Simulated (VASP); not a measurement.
VN, 2 atoms in the cell. The structure is cubic, space group Fm-3m (No. 225). Conventional cell: a = 4.125 Å, b = 4.125 Å, c = 4.125 Å, α = 90.00°, β = 90.00°, γ = 90.00°. Within 2.7 Å of V (site symmetry m-3m) lie 6 N at 2.06 Å. N (site symmetry m-3m) has 6 V at 2.06 Å within 2.7 Å. 

| Item | Value |
| --- | --- |
| Program | VASP 6.6.1 |
| Task | single point |
| Functional | PBE |
| Potentials or basis | VASP PAW PBE potentials, release 64 (V_sv, N) |
| Cutoff | 600 eV |
| k mesh | 4 × 4 × 4 |
| Occupations | gaussian, width 0.1 eV |
| Spin | collinear spin, ferromagnetic start |
| Starting moments | [0.3, 0.0] μB |
| Dipole correction | no |
| Further INCAR settings | ALGO = Normal; EDIFF = 1e-06; NBANDS = 20 |

Potentials or basis: VASP PAW PBE potentials, release 64 (V_sv, N).

Command:

```sh
$ cat potpaw_PBE.64/V_sv/POTCAR potpaw_PBE.64/N/POTCAR > POTCAR
$ mpirun -np 1 vasp_std > vasp.out
```

Hardware: 1 thread of Intel(R) Xeon(R) Platinum 8559C (Emerald Rapids), on a shared host.

Task: Estimate the wall time of this run.

Result: It took 6.6 s on 1 thread of Intel(R) Xeon(R) Platinum 8559C (Emerald Rapids), with other jobs on the host, peak memory 0.14 GiB. Counts: scf iterations 16, k points 8.
